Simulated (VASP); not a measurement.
Crystal: KI.

```
I K
1.0
     0.00000    3.53277    3.53277
     3.53277    0.00000    3.53277
     3.53277    3.53277    0.00000
I K
1 1
Direct
  0.50000 0.50000 0.50000
  0.00000 0.00000 0.00000
```

Base run:

```yaml
Program: VASP 6.6.1
Functional: PBE
Potentials_or_basis: VASP PAW PBE potentials, release 64 (I, K_sv)
Cutoff: 520 eV
k_mesh: 7 × 7 × 7
Occupations: fermi-dirac, width 0.05 eV
Spin: no spin polarisation
```

Its results: band gap on the k mesh 3.96 eV, direct; pressure 0.6 GPa.

Problem. The run is repeated on the same cell with these changes: functional from PBE to r2SCAN. What comes out?

Solution. Band gap on the k mesh 4.61 eV, direct; pressure 0.1 GPa.

r2SCAN gives the wider gap, since meta-GGAs in the generalised Kohn-Sham scheme recover part of the derivative discontinuity.

Caveats: spin-orbit coupling is left out, which moves the levels of the heavy elements; the PAW data sets were made with another functional, which shifts forces and pressure a little (some runs).

A k mesh can miss the band edges.
